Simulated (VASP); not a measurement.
# HfB2 (P6/mmm) in VASP: notebook

HfB2 is run at these levels: PBE; tasks: single point, relaxation of cell and atoms.

All numbers are computed with VASP 6.6.1; they aren't measurements. Logs are shortened: lines on timing, memory, paths and dates and some standing lists are left out, and cuts for length are marked.

### Step 1. The cell of the first run

It takes space group P6/mmm (No. 191, hexagonal). The conventional cell has a = 3.146 Å, b = 3.146 Å, c = 3.486 Å, α = 90.00°, β = 90.00°, γ = 120.00°. Hf (site symmetry 6/mmm) has 12 B at 2.52 Å and 6 Hf at 3.15 Å within 3.3 Å. Within 2.4 Å of B (site symmetry -6m2) lie 3 B at 1.82 Å.

### Step 2. Single point, PBE

INCAR

```
PREC = Accurate
ENCUT = 520
EDIFF = 1E-7
ISMEAR = -1
SIGMA = 0.15
LREAL = F
LASPH = T
NELM = 60
ALGO = Normal
ISIF = 2
LWAVE = F
LCHARG = F
GGA = PE
NBANDS = 15
```

KPOINTS

```
regular mesh
0
Gamma
  16 16 13
```

POSCAR

```
HfB2
1.0
    3.1458457516      0.0000000000      0.0000000000
   -1.5729228758      2.7243823373      0.0000000000
    0.0000000000      0.0000000000      3.4861176986
Hf B
1 2
Direct
    0.0000000000      0.0000000000      0.0000000000
    0.3333333333      0.6666666667      0.5000000000
    0.6666666667      0.3333333333      0.5000000000
```

Potentials or basis: VASP PAW PBE potentials, release 64 (Hf_pv, B).

Started as:

```sh
$ cat potpaw_PBE.64/Hf_pv/POTCAR potpaw_PBE.64/B/POTCAR > POTCAR
$ mpirun -np 1 vasp_std > vasp.out
```

OUTCAR:

```text
PREC = Accurate
   ENCUT = 520
   EDIFF = 1E-7
   ISMEAR = -1
   LREAL = F
   LASPH = T
   NELM = 60
   ISIF = 2
   GGA = PE

 ion  position               nearest neighbor table
   1  0.000  0.000  0.000-   2 2.52   3 2.52   2 2.52   3 2.52   3 2.52   3 2.52   2 2.52   2 2.52
                             3 2.52   3 2.52   2 2.52   2 2.52
   2  0.333  0.667  0.500-   3 1.82   3 1.82   3 1.82   1 2.52   1 2.52   1 2.52   1 2.52   1 2.52
                             1 2.52
   3  0.667  0.333  0.500-   2 1.82   2 1.82   2 1.82   1 2.52   1 2.52   1 2.52   1 2.52   1 2.52
                             1 2.52

  LATTYP: Found a hexagonal cell.
 ALAT       =     3.1458457516
 C/A-ratio  =     1.1081654899

  Lattice vectors:

 A1 = (   3.1458457516,   0.0000000000,   0.0000000000)
 A2 = (  -1.5729228758,   2.7243823373,   0.0000000000)
 A3 = (   0.0000000000,   0.0000000000,   3.4861176986)

Analysis of symmetry for initial positions (statically):
=====================================================================
 Subroutine PRICEL returns:
 Original cell was already a primitive cell.

 Routine SETGRP: Setting up the symmetry group for a
 hexagonal supercell.

 Subroutine GETGRP returns: Found 24 space group operations
 (whereof 24 operations were pure point group operations)
 out of a pool of 24 trial point group operations.

The static configuration has the point symmetry D_6h.

Analysis of symmetry for dynamics (positions and initial velocities):
=====================================================================
 Subroutine PRICEL returns:
 Original cell was already a primitive cell.

 Routine SETGRP: Setting up the symmetry group for a
 hexagonal supercell.

 Subroutine GETGRP returns: Found 24 space group operations
 (whereof 24 operations were pure point group operations)
 out of a pool of 24 trial point group operations.

The dynamic configuration has the point symmetry D_6h.

 Subroutine INISYM returns: Found 24 space group operations
 (whereof 24 operations are pure point group operations),
 and found     1 'primitive' translations

----------------------------------------------------------------------------------------

                                     Primitive cell

  volume of cell :      29.8777

  direct lattice vectors                    reciprocal lattice vectors
     3.145845752  0.000000000  0.000000000     0.317879540  0.183527838  0.000000000
    -1.572922876  2.724382337  0.000000000     0.000000000  0.367055676  0.000000000
     0.000000000  0.000000000  3.486117699     0.000000000  0.000000000  0.286852048

  length of vectors
     3.145845752  3.145845752  3.486117699     0.367055676  0.367055676  0.286852048

  position of ions in fractional coordinates (direct lattice)
     0.000000000  0.000000000  0.000000000
     0.333333333  0.666666667  0.500000000
     0.666666667  0.333333333  0.500000000

  ion indices of the primitive-cell ions
   primitive index   ion index
                 1           1
                 2           2
                 3           3

----------------------------------------------------------------------------------------

 KPOINTS: regular mesh

Automatic generation of k-mesh.
 Grid dimensions read from file:
 generate k-points for:   16   16   13

 Generating k-lattice:

  Cartesian coordinates                     Fractional coordinates (reciprocal lattice)
     0.019867471  0.011470490  0.000000000     0.062500000  0.000000000  0.000000000
     0.000000000  0.022940980  0.000000000     0.000000000  0.062500000  0.000000000
     0.000000000  0.000000000  0.022065542     0.000000000  0.000000000  0.076923077

  Length of vectors
     0.022940980  0.022940980  0.022065542

  Shift w.r.t. Gamma in fractional coordinates (k-lattice)
     0.000000000  0.000000000  0.000000000

 Subroutine IBZKPT returns following result:
 ===========================================

 Found    210 irreducible k-points:

 Following reciprocal coordinates:
            Coordinates               Weight
  0.000000  0.000000  0.000000      1.000000
  0.062500 -0.000000  0.000000      6.000000
  0.125000 -0.000000  0.000000      6.000000
  0.187500 -0.000000  0.000000      6.000000
  0.250000 -0.000000  0.000000      6.000000
  0.312500 -0.000000  0.000000      6.000000
[... 16 lines left out ...]
  0.187500  0.187500  0.000000      6.000000
  0.250000  0.187500  0.000000     12.000000
 [... further k-points ...]
   k-points           NKPTS =    210   k-points in BZ     NKDIM =    210   number of bands    NBANDS=     15
   number of dos      NEDOS =    301   number of ions     NIONS =      3
   total plane-waves  NPLWV =  16128
   dimension x,y,z NGX =    24 NGY =   24 NGZ =   28
   dimension x,y,z NGXF=    48 NGYF=   48 NGZF=   56
   ions per type =               1   2
   NGX,Y,Z   is equivalent  to a cutoff of  12.68, 12.68, 13.35 a.u.
   NGXF,Y,Z  is equivalent  to a cutoff of  25.37, 25.37, 26.71 a.u.
 SYSTEM =  unknown system
   PREC   = accura    normal or accurate (medium, high low for compatibility)
   ISTART =      0    job   : 0-new  1-cont  2-samecut
   ICHARG =      2    charge: 1-file 2-atom 10-const
   ISPIN  =      1    spin polarized calculation?
   LNONCOLLINEAR =      F non collinear calculations
   LSORBIT =      F    spin-orbit coupling
   LASPH  =      T    aspherical Exc in radial PAW
   ENCUT  =  520.0 eV  38.22 Ry    6.18 a.u.   5.85  5.85  6.48*2*pi/ulx,y,z
   NELM   =     60;   NELMIN=  2; NELMDL= -5     # of ELM steps
   EDIFF  = 0.1E-06   stopping-criterion for ELM
   LREAL  =      F    real-space projection
   EDIFFG = 0.1E-05   stopping-criterion for IOM
   NSW    =      0    number of steps for IOM
   IBRION =     -1    ionic relax: 0-MD 1-quasi-New 2-CG
   NFREE  =      0    steps in history (QN), initial steepest desc. (CG)
   ISIF   =      2    stress and relaxation
   ISYM   =      2    0-nonsym 1-usesym 2-fastsym
   POTIM  = 0.5000    time-step for ionic-motion
   TEBEG  =    0.0;   TEEND  =   0.0 temperature during run
   PSTRESS=    0.0 pullay stress
   NELECT =      16.0000    total number of electrons
   NUPDOWN=      -1.0000    fix difference up-down
   EMIN   =  10.00;   EMAX   =-10.00  energy-range for DOS
   EFERMI =   0.00;   METHOD = LEGACY
   ISMEAR =    -1;   SIGMA  =   0.15  broadening in eV -4-tet -1-fermi 0-gaus
   EFERMI_NEDOS =   21; number of points for ismear=-14 and -15
   IALGO  =     38    algorithm
   IMIX   =      4    mixing-type and parameters
     AMIX     =   0.40;   BMIX     =  1.00
     AMIX_MAG =   1.60;   BMIX_MAG =  1.00
  volume/ion in A,a.u.               =       9.96        67.21
  Fermi-wavevector in a.u.,A,eV,Ry     =   1.329431  2.512259 24.046740  1.767386
  Thomas-Fermi vector in A             =   2.458593
   LORBIT       =      0    0 simple, 1 ext, 2 COOP (PROOUT), +10 PAW based schemes
   GGA     = PE    functional components
   LHFCALC =     F    Hartree Fock is set to
   AEXX    =    0.0000 exact exchange contribution
   IVDW    =     0    specifies the selected vdW correction
   LEPSILON=     F    determine dielectric tensor
   LRPA    =     F    only Hartree local field effects (RPA)
 non-spin polarized calculation
  energy-cutoff  :      520.00
  volume of cell :       29.88
 maximum number of plane-waves:       818
 NGX is ok and might be reduce to    24
   NGX = 11   NGY = 11   NGZ = 13

 number of electron      15.9999997 magnetization

 Free energy of the ion-electron system (eV)
  ---------------------------------------------------
  ext. energy  EPLUGINS =         0.00000000
  ---------------------------------------------------
  free energy    TOTEN  =       -26.41077138 eV

  energy without entropy =      -26.39122971  energy(sigma->0) =      -26.40100055

 E-fermi :   7.6475     XC(G=0): -12.5710

 val. band max:        7.5398552869   @ k =   0.0000   0.0000   0.2308
 cond. band min:       7.7033489233   @ k =   0.0625   0.0625   0.4615
 fundamental gap:      0.1634936364
 Fermi energy:         7.6474842934

 k-point     1 :       0.0000    0.0000    0.0000
  band No.  band energies     occupation
      1     -23.0240      2.00000
      2     -22.5334      2.00000
      3     -22.5334      2.00000
      4      -6.0951      2.00000
      5       4.6383      2.00000
      6       4.7405      2.00000
      7       4.7405      2.00000
      8       4.8451      2.00000
      9      11.6262      0.00000
     10      11.6262      0.00000
     11      12.2599      0.00000
     12      12.2599      0.00000
     13      12.5783      0.00000
     14      12.5947      0.00000
     15      12.5947      0.00000

 k-point     2 :       0.0625   -0.0000    0.0000
  band No.  band energies     occupation
      1     -23.0191      2.00000
      2     -22.5638      2.00000
      3     -22.5401      2.00000
      4      -6.0108      2.00000
      5       4.4926      2.00000
      6       4.7249      2.00000
      7       4.7356      2.00000
      8       4.7715      2.00000
      9      11.4704      0.00000
     10      11.5664      0.00000
     11      11.7383      0.00000
     12      11.7418      0.00000
     13      12.8796      0.00000
     14      13.1931      0.00000
     15      13.3580      0.00000

 k-point     3 :       0.1250   -0.0000    0.0000
  band No.  band energies     occupation
      1     -23.0051      2.00000
      2     -22.6492      2.00000
      3     -22.5592      2.00000
      4      -5.7631      2.00000
      5       3.8524      2.00000
      6       4.5771      2.00000
      7       4.7117      2.00000
      8       4.9558      2.00000
      9      10.5532      0.00000
     10      11.3690      0.00000
     11      11.4025      0.00000
     12      11.9487      0.00000
     13      13.3881      0.00000
     14      13.9466      0.00000
     15      14.4673      0.00000
[... 343 lines left out ...]
 k-point    23 :       0.1875    0.1875    0.0000
  band No.  band energies     occupation
      1     -23.0371      2.00000
      2     -22.9287      2.00000
      3     -22.7190      2.00000
      4      -4.0505      2.00000
      5       1.4225      2.00000
      6       2.9484      2.00000
      7       3.9401      2.00000
      8       6.7001      1.99639
      9       8.5919      0.00368
     10       9.0007      0.00024
     11      12.6504      0.00000
     12      14.2151      0.00000
     13      14.5676      0.00000
     14      14.6920      0.00000
     15      16.8001      0.00000

 k-point    24 :       0.2500    0.1875    0.0000
  band No.  band energies     occupation
      1     -23.1135      2.00000
      2     -22.9090      2.00000
      3     -22.7781      2.00000
      4      -3.3792      2.00000
      5       0.7566      2.00000
      6       2.3348      2.00000
      7       3.9185      2.00000
      8       7.1727      1.91902
      9       7.7680      0.61856
     10       9.0032      0.00024
     11      13.6494      0.00000
     12      14.3424      0.00000
     13      14.5110      0.00000
     14      15.6905      0.00000
     15      17.4623      0.00000

 [... further k-points ...]
[... 5 lines left out ...]
  --------------------------------------------------------------------------------------
  -------------------------------------------------------------------------------------
  Total       -0.0862175     -0.0862175     -0.0332058      0.0000000     -0.0000000      0.0000000
  in kB       -4.6233670     -4.6233670     -1.7806424      0.0000000     -0.0000000      0.0000000
  external PRESSURE =      -3.6757921 kB  Pullay stress =       0.0000000 kB

 VOLUME and BASIS-vectors are now :
 -----------------------------------------------------------------------------
  energy-cutoff  :      520.00
  volume of cell :       29.88
      direct lattice vectors                 reciprocal lattice vectors
     3.145845752  0.000000000  0.000000000     0.317879540  0.183527838  0.000000000
    -1.572922876  2.724382337  0.000000000     0.000000000  0.367055676  0.000000000
     0.000000000  0.000000000  3.486117699     0.000000000  0.000000000  0.286852048

 POSITION                                       TOTAL-FORCE (eV/Angst)
 -----------------------------------------------------------------------------------
      0.00000      0.00000      0.00000        -0.000000      0.000000     -0.000000
     -0.00000      1.81625      1.74306         0.000000     -0.000000      0.000000
      1.57292      0.90813      1.74306        -0.000000      0.000000     -0.000000
 -----------------------------------------------------------------------------------
    total drift:                               -0.000000      0.000000      0.000000

  FREE ENERGIE OF THE ION-ELECTRON SYSTEM (eV)
  ---------------------------------------------------
  free  energy   TOTEN  =       -26.4107713792 eV

  energy  without entropy=      -26.3912297137  energy(sigma->0) =      -26.40100055
```

Run time: 25 s. Hardware: 1 thread of Intel Xeon 6975P-C (Granite Rapids), shared host; peak memory 0.22 GiB.

What came out:

```
Free energy            : -26.4108 eV
Pressure               : -0.4 GPa
Band gap on the k mesh : zero (band 8 reaches 8.45 eV, above the bottom of band 9 at 7.20 eV)
```

Levels at points of the mesh, in eV from the Fermi level:
| k point | band 5 | band 6 | band 7 | band 8 | band 9 | band 10 | band 11 | band 12 |
| --- | --- | --- | --- | --- | --- | --- | --- | --- |
| (0.00, 0.00, 0.00) | -3.01 | -2.91 | -2.91 | -2.80 | 3.98 | 3.98 | 4.61 | 4.61 |
| (0.50, 0.00, 0.00) | -9.07 | -4.13 | -3.45 | -2.87 | 2.07 | 2.69 | 5.51 | 5.67 |

Caveat: spin-orbit coupling is left out, which moves the levels of the heavy elements.

### Step 3. Relaxation of cell and atoms, PBE

This run uses another cell than the first one, of 9.90 Å³/atom, 0.995 times its volume.

INCAR

```
PREC = Accurate
ENCUT = 600
EDIFF = 1E-6
ISMEAR = -1
SIGMA = 0.15
LREAL = False
LASPH = True
NELM = 80
ALGO = Normal
ISIF = 3
LWAVE = False
LCHARG = False
GGA = PE
IBRION = 2
NSW = 80
EDIFFG = -0.01
```

KPOINTS

```
Automatic mesh
0
Gamma
  16 16 13
```

POSCAR

```
HfB2
1.0
    3.1400000000      0.0000000000      0.0000000000
   -1.5700000000      2.7193200000      0.0000000000
    0.0000000000      0.0000000000      3.4800000000
Hf B
1 2
Direct
    0.0000000000      0.0000000000      0.0000000000
    0.3333333333      0.6666666667      0.5000000000
    0.6666666667      0.3333333333      0.5000000000
```

Potentials or basis: VASP PAW PBE potentials, release 64 (Hf_pv, B).

Started as:

```sh
$ cat potpaw_PBE.64/Hf_pv/POTCAR potpaw_PBE.64/B/POTCAR > POTCAR
$ mpirun -np 1 vasp_std > vasp.out
```

OUTCAR:

```text
PREC = Accurate
   ENCUT = 600
   EDIFF = 1E-6
   ISMEAR = -1
   LREAL = False
   LASPH = True
   NELM = 80
   ISIF = 3
   GGA = PE
   IBRION = 2
   NSW = 80
   EDIFFG = -0.01

 ion  position               nearest neighbor table
   1  0.000  0.000  0.000-   2 2.51   3 2.51   2 2.51   3 2.51   3 2.51   3 2.51   2 2.51   2 2.51
                             3 2.51   3 2.51   2 2.51   2 2.51
   2  0.333  0.667  0.500-   3 1.81   3 1.81   3 1.81   1 2.51   1 2.51   1 2.51   1 2.51   1 2.51
                             1 2.51
   3  0.667  0.333  0.500-   2 1.81   2 1.81   2 1.81   1 2.51   1 2.51   1 2.51   1 2.51   1 2.51
                             1 2.51

  LATTYP: Found a hexagonal cell.
 ALAT       =     3.1400000000
 C/A-ratio  =     1.1082802548

  Lattice vectors:
[... 275 lines left out ...]
      1     -23.0073      2.00000
      2     -22.5142      2.00000
      3     -22.5142      2.00000
      4      -6.0909      2.00000
      5       4.6437      2.00000
      6       4.7523      2.00000
      7       4.7523      2.00000
      8       4.8570      2.00000
      9      11.6449      0.00000
     10      11.6449      0.00000
     11      12.2784      0.00000
     12      12.2784      0.00000
[... 331 lines left out ...]
 k-point    24 :       0.2500    0.1875    0.0000
  band No.  band energies     occupation
      1     -23.0978      2.00000
      2     -22.8916      2.00000
      3     -22.7603      2.00000
      4      -3.3714      2.00000
      5       0.7680      2.00000
      6       2.3454      2.00000
      7       3.9252      2.00000
      8       7.1837      1.91929
      9       7.7794      0.61885
     10       9.0163      0.00024
     11      13.6743      0.00000
     12      14.3659      0.00000

 [... further k-points ...]

------------------------ aborting loop because EDIFF is reached ----------------------------------------

  FORCE on cell =-STRESS in cart. coord.  units (eV):
  Direction    XX          YY          ZZ          XY          YZ          ZX
  --------------------------------------------------------------------------------------
  -------------------------------------------------------------------------------------
  Total       -0.0149092     -0.0149092      0.0031545      0.0000000      0.0000000     -0.0000000
  in kB       -0.8007260     -0.8007261      0.1694202      0.0000000      0.0000000     -0.0000000
  external PRESSURE =      -0.4773440 kB  Pullay stress =       0.0000000 kB
[... 18 lines left out ...]
  FREE ENERGIE OF THE ION-ELECTRON SYSTEM (eV)
  ---------------------------------------------------
  free  energy   TOTEN  =       -26.4128001335 eV

  energy  without entropy=      -26.3933111187  energy(sigma->0) =      -26.40305563

 reached required accuracy - stopping structural energy minimisation
```

OSZICAR:

```text
N       E                     dE             d eps       ncg     rms          rms(c)
DAV:   1     0.345353760402E+02    0.34535E+02   -0.92004E+03  5040   0.142E+03
DAV:   2    -0.267889948165E+02   -0.61324E+02   -0.57482E+02  6260   0.257E+02
DAV:   3    -0.287754265244E+02   -0.19864E+01   -0.19511E+01  6648   0.350E+01
[... 20 lines left out ...]
       N       E                     dE             d eps       ncg     rms          rms(c)
DAV:   1    -0.264138699531E+02   -0.16842E-02   -0.30003E-02  5096   0.170E+00    0.458E-01
DAV:   2    -0.264130350821E+02    0.83487E-03   -0.12264E-03  5096   0.346E-01    0.271E-01
DAV:   3    -0.264128009915E+02    0.23409E-03   -0.69764E-04  5980   0.233E-01    0.228E-01
DAV:   4    -0.264128001335E+02    0.85796E-06   -0.88525E-06  6084   0.334E-02
   3 F= -.26412800E+02 E0= -.26403056E+02  d E =-.374169E-03
```

It took 60 s on 1 thread of Intel Xeon 6975P-C (Granite Rapids), shared host; peak memory 0.25 GiB.

Results:

| Property | Result |
| --- | --- |
| Free energy | -26.4128 eV |
| Relaxed volume | 9.94 Å³/atom |
| Relaxed cell | a = 3.144 Å, b = 3.144 Å, c = 3.485 Å, α = 90.00°, β = 90.00°, γ = 120.00° |
| Space group after relaxing (to 0.05 Å) | P6/mmm (No. 191) |
| Energy gained by relaxing | 0.1 meV/atom |
| Ionic steps | 3 |
| Pressure after relaxing | 0.0 GPa |
| Band gap on the k mesh | zero (band 8 reaches 8.46 eV, above the bottom of band 9 at 7.22 eV) |

Stress tensor (GPa, compression positive):
```
-0.08  0.00  0.00
 0.00 -0.08  0.00
 0.00  0.00  0.02
```

The path:
```
step  energy change (eV)  largest force (eV/Å)  pressure (GPa)  volume (Å³)
   1              0.0000                0.0000            1.01        29.71
   2              0.0002                0.0000           -1.27        29.98
   3             -0.0004                0.0000           -0.05        29.83
```

Final structure:
```xyz
3
Lattice="3.1440 0.0000 0.0000 -1.5720 2.7228 0.0000 0.0000 0.0000 3.4848" Properties=species:S:1:pos:R:3 pbc="T T T"
Hf    0.0000    0.0000    0.0000
B     0.0000    1.8152    1.7424
B     1.5720    0.9076    1.7424
```

Caveat: spin-orbit coupling is left out, which moves the levels of the heavy elements.
